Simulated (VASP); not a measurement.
# YHgTe2 (P-4m2) in VASP: single point with PBE

Aim: the single point of YHgTe2 with PBE.

All numbers are computed with VASP 6.6.1; they aren't measurements. Logs are shortened: lines on timing, memory, paths and dates and some standing lists are left out, and cuts for length are marked.

### 1 The cell of the first run

It takes space group P-4m2 (No. 115, tetragonal). The conventional cell has a = 4.767 Å, b = 4.767 Å, c = 6.716 Å, α = 90.00°, β = 90.00°, γ = 90.00°. Within 3.8 Å of Y (site symmetry -4m2) lie 4 Te at 2.85 Å. Within 3.9 Å of Hg (site symmetry -4m2) lie 4 Te at 2.98 Å. Within 3.8 Å of Te (site symmetry 2mm) lie 2 Y at 2.85 Å and 2 Hg at 2.98 Å.

### 2 Single point, PBE

INCAR

```
  PREC = Accurate
  ENCUT = 520
  EDIFF = 1E-6
  ISMEAR = 0
  SIGMA = 0.1
  LREAL = F
  LASPH = T
  NELM = 100
  ALGO = Normal
  ISIF = 2
  LWAVE = F
  LCHARG = F
  GGA = PE
  NBANDS = 26
```

KPOINTS

```
Automatic mesh
0
Gamma
  4 4 4
```

POSCAR

```
YHgTe2
1.0
    4.7666144300      0.0000000000      0.0000000000
    0.0000000000      4.7666144300      0.0000000000
    0.0000000000      0.0000000000      6.7157745600
Y Hg Te
1 1 2
Direct
    0.0000000000      0.0000000000      0.0000000000
    0.5000000000      0.5000000000      0.5000000000
    0.0000000000      0.5000000000      0.2333653700
    0.5000000000      0.0000000000      0.7666346300
```

Potentials or basis: VASP PAW PBE potentials, release 64 (Y_sv, Hg, Te).

Started as:

```console
$ cat potpaw_PBE.64/Y_sv/POTCAR potpaw_PBE.64/Hg/POTCAR potpaw_PBE.64/Te/POTCAR > POTCAR
$ mpirun -np 1 vasp_std > vasp.out
```

OUTCAR:

```text
PREC = Accurate
   ENCUT = 520
   EDIFF = 1E-6
   ISMEAR = 0
   LREAL = F
   LASPH = T
   NELM = 100
   ISIF = 2
   GGA = PE

 ion  position               nearest neighbor table
   1  0.000  0.000  0.000-   3 2.85   4 2.85   3 2.85   4 2.85
   2  0.500  0.500  0.500-   3 2.98   4 2.98   4 2.98   3 2.98
   3  0.000  0.500  0.233-   1 2.85   1 2.85   2 2.98   2 2.98
   4  0.500  0.000  0.767-   1 2.85   1 2.85   2 2.98   2 2.98

  LATTYP: Found a simple tetragonal cell.
 ALAT       =     4.7666144300
 C/A-ratio  =     1.4089191938

  Lattice vectors:

 A1 = (   4.7666144300,   0.0000000000,   0.0000000000)
 A2 = (   0.0000000000,   4.7666144300,   0.0000000000)
 A3 = (   0.0000000000,   0.0000000000,   6.7157745600)

Analysis of symmetry for initial positions (statically):
=====================================================================
 Subroutine PRICEL returns:
 Original cell was already a primitive cell.

 Routine SETGRP: Setting up the symmetry group for a
 simple tetragonal supercell.

 Subroutine GETGRP returns: Found  8 space group operations
 (whereof  8 operations were pure point group operations)
 out of a pool of 16 trial point group operations.

The static configuration has the point symmetry D_2d.

Analysis of symmetry for dynamics (positions and initial velocities):
=====================================================================
 Subroutine PRICEL returns:
 Original cell was already a primitive cell.

 Routine SETGRP: Setting up the symmetry group for a
 simple tetragonal supercell.

 Subroutine GETGRP returns: Found  8 space group operations
 (whereof  8 operations were pure point group operations)
 out of a pool of 16 trial point group operations.

The dynamic configuration has the point symmetry D_2d.

 Subroutine INISYM returns: Found  8 space group operations
 (whereof  8 operations are pure point group operations),
 and found     1 'primitive' translations

----------------------------------------------------------------------------------------

                                     Primitive cell

  volume of cell :     152.5865

  direct lattice vectors                    reciprocal lattice vectors
     4.766614430  0.000000000  0.000000000     0.209792509  0.000000000  0.000000000
     0.000000000  4.766614430  0.000000000     0.000000000  0.209792509  0.000000000
     0.000000000  0.000000000  6.715774560     0.000000000  0.000000000  0.148903152

  length of vectors
     4.766614430  4.766614430  6.715774560     0.209792509  0.209792509  0.148903152

  position of ions in fractional coordinates (direct lattice)
     0.000000000  0.000000000  0.000000000
     0.500000000  0.500000000  0.500000000
     0.000000000  0.500000000  0.233365370
     0.500000000  0.000000000  0.766634630

  ion indices of the primitive-cell ions
   primitive index   ion index
                 1           1
                 2           2
                 3           3
                 4           4

----------------------------------------------------------------------------------------

 KPOINTS: Automatic mesh

Automatic generation of k-mesh.
 Grid dimensions read from file:
 generate k-points for:    4    4    4

 Generating k-lattice:

  Cartesian coordinates                     Fractional coordinates (reciprocal lattice)
     0.052448127  0.000000000  0.000000000     0.250000000  0.000000000  0.000000000
     0.000000000  0.052448127  0.000000000     0.000000000  0.250000000  0.000000000
     0.000000000  0.000000000  0.037225788     0.000000000  0.000000000  0.250000000

  Length of vectors
     0.052448127  0.052448127  0.037225788

  Shift w.r.t. Gamma in fractional coordinates (k-lattice)
     0.000000000  0.000000000  0.000000000

 Subroutine IBZKPT returns following result:
 ===========================================

 Found     18 irreducible k-points:

 Following reciprocal coordinates:
            Coordinates               Weight
  0.000000  0.000000  0.000000      1.000000
  0.250000  0.000000  0.000000      4.000000
  0.500000  0.000000  0.000000      2.000000
  0.250000  0.250000  0.000000      4.000000
  0.500000  0.250000  0.000000      4.000000
  0.500000  0.500000  0.000000      1.000000
[... 10 lines left out ...]
  0.500000  0.250000  0.500000      4.000000
  0.500000  0.500000  0.500000      1.000000
   k-points           NKPTS =     18   k-points in BZ     NKDIM =     18   number of bands    NBANDS=     26
   number of dos      NEDOS =    301   number of ions     NIONS =      4
   total plane-waves  NPLWV =  64800
   dimension x,y,z NGX =    36 NGY =   36 NGZ =   50
   dimension x,y,z NGXF=    72 NGYF=   72 NGZF=  100
   ions per type =               1   1   2
   NGX,Y,Z   is equivalent  to a cutoff of  12.56, 12.56, 12.38 a.u.
   NGXF,Y,Z  is equivalent  to a cutoff of  25.11, 25.11, 24.75 a.u.
 SYSTEM =  unknown system
   PREC   = accura    normal or accurate (medium, high low for compatibility)
   ISTART =      0    job   : 0-new  1-cont  2-samecut
   ICHARG =      2    charge: 1-file 2-atom 10-const
   ISPIN  =      1    spin polarized calculation?
   LNONCOLLINEAR =      F non collinear calculations
   LSORBIT =      F    spin-orbit coupling
   LASPH  =      T    aspherical Exc in radial PAW
   ENCUT  =  520.0 eV  38.22 Ry    6.18 a.u.   8.86  8.86 12.49*2*pi/ulx,y,z
   NELM   =    100;   NELMIN=  2; NELMDL= -5     # of ELM steps
   EDIFF  = 0.1E-05   stopping-criterion for ELM
   LREAL  =      F    real-space projection
   EDIFFG = 0.1E-04   stopping-criterion for IOM
   NSW    =      0    number of steps for IOM
   IBRION =     -1    ionic relax: 0-MD 1-quasi-New 2-CG
   NFREE  =      0    steps in history (QN), initial steepest desc. (CG)
   ISIF   =      2    stress and relaxation
   ISYM   =      2    0-nonsym 1-usesym 2-fastsym
   POTIM  = 0.5000    time-step for ionic-motion
   TEBEG  =    0.0;   TEEND  =   0.0 temperature during run
   PSTRESS=    0.0 pullay stress
   NELECT =      35.0000    total number of electrons
   NUPDOWN=      -1.0000    fix difference up-down
   EMIN   =  10.00;   EMAX   =-10.00  energy-range for DOS
   EFERMI =   0.00;   METHOD = LEGACY
   ISMEAR =     0;   SIGMA  =   0.10  broadening in eV -4-tet -1-fermi 0-gaus
   EFERMI_NEDOS =   21; number of points for ismear=-14 and -15
   IALGO  =     38    algorithm
   IMIX   =      4    mixing-type and parameters
     AMIX     =   0.40;   BMIX     =  1.00
     AMIX_MAG =   1.60;   BMIX_MAG =  1.00
  volume/ion in A,a.u.               =      38.15       257.43
  Fermi-wavevector in a.u.,A,eV,Ry     =   1.002133  1.893757 13.663936  1.004271
  Thomas-Fermi vector in A             =   2.134601
   LORBIT       =      0    0 simple, 1 ext, 2 COOP (PROOUT), +10 PAW based schemes
   GGA     = PE    functional components
   LHFCALC =     F    Hartree Fock is set to
   AEXX    =    0.0000 exact exchange contribution
   IVDW    =     0    specifies the selected vdW correction
   LEPSILON=     F    determine dielectric tensor
   LRPA    =     F    only Hartree local field effects (RPA)
 non-spin polarized calculation
 Gauss-broadening in eV      SIGMA  =   0.10
  energy-cutoff  :      520.00
  volume of cell :      152.59
 maximum number of plane-waves:      4145
 NGX is ok and might be reduce to    36
   NGX = 17   NGY = 17   NGZ = 25

 number of electron      35.0000004 magnetization

 Free energy of the ion-electron system (eV)
  ---------------------------------------------------
  ext. energy  EPLUGINS =         0.00000000
  ---------------------------------------------------
  free energy    TOTEN  =       -15.12043372 eV

  energy without entropy =      -15.09343033  energy(sigma->0) =      -15.10693202

 E-fermi :   3.2913     XC(G=0):  -8.2402

 val. band max:        3.2749208610   @ k =   0.2500   0.0000   0.2500
 cond. band min:       3.3055059225   @ k =   0.0000   0.0000   0.5000
 fundamental gap:      0.0305850614
 Fermi energy:         3.2913417584

 k-point     1 :       0.0000    0.0000    0.0000
  band No.  band energies     occupation
      1     -40.1752      2.00000
      2     -20.2942      2.00000
      3     -20.1928      2.00000
      4     -20.1928      2.00000
      5      -8.5287      2.00000
      6      -7.9388      2.00000
[... 18 lines left out ...]
     25       7.7156      0.00000
     26       7.7240      0.00000

 k-point     2 :       0.2500    0.0000    0.0000
  band No.  band energies     occupation
      1     -40.1748      2.00000
      2     -20.2914      2.00000
      3     -20.2119      2.00000
      4     -20.1919      2.00000
      5      -8.3729      2.00000
      6      -7.9493      2.00000
[... 18 lines left out ...]
     25       7.6933      0.00000
     26       7.8767      0.00000

 k-point     3 :       0.5000    0.0000    0.0000
  band No.  band energies     occupation
      1     -40.1744      2.00000
      2     -20.2877      2.00000
      3     -20.2319      2.00000
      4     -20.1911      2.00000
      5      -8.1006      2.00000
      6      -8.0721      2.00000
[... 18 lines left out ...]
     25       7.5543      0.00000
     26       7.9388      0.00000

 k-point     4 :       0.2500    0.2500    0.0000
  band No.  band energies     occupation
      1     -40.1744      2.00000
      2     -20.2887      2.00000
      3     -20.2116      2.00000
      4     -20.2104      2.00000
      5      -8.2373      2.00000
      6      -7.9334      2.00000
[... 18 lines left out ...]
     25       8.0449      0.00000
     26       8.4638      0.00000

 k-point     5 :       0.5000    0.2500    0.0000
  band No.  band energies     occupation
      1     -40.1740      2.00000
      2     -20.2850      2.00000
      3     -20.2309      2.00000
      4     -20.2101      2.00000
      5      -8.0141      2.00000
      6      -8.0007      2.00000
[... 18 lines left out ...]
     25       7.4629      0.00000
     26       8.0518      0.00000

 k-point     6 :       0.5000    0.5000    0.0000
  band No.  band energies     occupation
      1     -40.1736      2.00000
      2     -20.2813      2.00000
      3     -20.2299      2.00000
      4     -20.2299      2.00000
      5      -7.9262      2.00000
      6      -7.9262      2.00000
[... 253 lines left out ...]
 k-point    15 :       0.5000    0.0000    0.5000
  band No.  band energies     occupation
      1     -40.1744      2.00000
      2     -20.2878      2.00000
      3     -20.2318      2.00000
      4     -20.1911      2.00000
      5      -8.0969      2.00000
      6      -8.0691      2.00000
[... 18 lines left out ...]
     25       7.8998      0.00000
     26       8.7224      0.00000

 k-point    16 :       0.2500    0.2500    0.5000
  band No.  band energies     occupation
      1     -40.1744      2.00000
      2     -20.2889      2.00000
      3     -20.2116      2.00000
      4     -20.2104      2.00000
      5      -8.1098      2.00000
      6      -8.0623      2.00000
[... 18 lines left out ...]
     25       7.9001      0.00000
     26       8.0799      0.00000

 k-point    17 :       0.5000    0.2500    0.5000
  band No.  band energies     occupation
      1     -40.1740      2.00000
      2     -20.2851      2.00000
      3     -20.2309      2.00000
      4     -20.2101      2.00000
      5      -8.0125      2.00000
      6      -7.9995      2.00000
[... 18 lines left out ...]
     25       7.7760      0.00000
     26       8.3149      0.00000

 k-point    18 :       0.5000    0.5000    0.5000
  band No.  band energies     occupation
      1     -40.1736      2.00000
      2     -20.2814      2.00000
      3     -20.2299      2.00000
      4     -20.2299      2.00000
      5      -7.9271      2.00000
      6      -7.9271      2.00000
[... 18 lines left out ...]
     25       7.3736      0.00000
     26       9.7644      0.00000

------------------------ aborting loop because EDIFF is reached ----------------------------------------

  FORCE on cell =-STRESS in cart. coord.  units (eV):
  Direction    XX          YY          ZZ          XY          YZ          ZX
  --------------------------------------------------------------------------------------
  -------------------------------------------------------------------------------------
  Total        3.8303628      3.8303628      3.5858283      0.0000000      0.0000000      0.0000000
  in kB       40.2192839     40.2192839     37.6516420      0.0000000      0.0000000      0.0000000
  external PRESSURE =      39.3634032 kB  Pullay stress =       0.0000000 kB

 VOLUME and BASIS-vectors are now :
 -----------------------------------------------------------------------------
  energy-cutoff  :      520.00
  volume of cell :      152.59
      direct lattice vectors                 reciprocal lattice vectors
     4.766614430  0.000000000  0.000000000     0.209792509  0.000000000  0.000000000
     0.000000000  4.766614430  0.000000000     0.000000000  0.209792509  0.000000000
     0.000000000  0.000000000  6.715774560     0.000000000  0.000000000  0.148903152

 POSITION                                       TOTAL-FORCE (eV/Angst)
 -----------------------------------------------------------------------------------
      0.00000      0.00000      0.00000         0.000000     -0.000000     -0.000000
      2.38331      2.38331      3.35789        -0.000000      0.000000     -0.000000
      0.00000      2.38331      1.56723         0.000000     -0.000000      0.577905
      2.38331      0.00000      5.14855         0.000000     -0.000000     -0.577905
 -----------------------------------------------------------------------------------
    total drift:                                0.000000      0.000000      0.000000

  FREE ENERGIE OF THE ION-ELECTRON SYSTEM (eV)
  ---------------------------------------------------
  free  energy   TOTEN  =       -15.1204337244 eV

  energy  without entropy=      -15.0934303255  energy(sigma->0) =      -15.10693202
```

Wall time 94 s (1 thread of Intel Xeon 8259CL, shared host); peak memory 0.3 GiB.

What came out:

```yaml
Free_energy: -15.1204 eV
Pressure: 3.9 GPa
Largest_force: 0.578 eV/Å
```

Forces in eV/Å, atoms in the order of the input:
```
Y    0.000  0.000  0.000
Hg   0.000  0.000  0.000
Te   0.000  0.000  0.578
Te   0.000  0.000 -0.578
```

Caveat: spin-orbit coupling is left out, which moves the levels of the heavy elements.
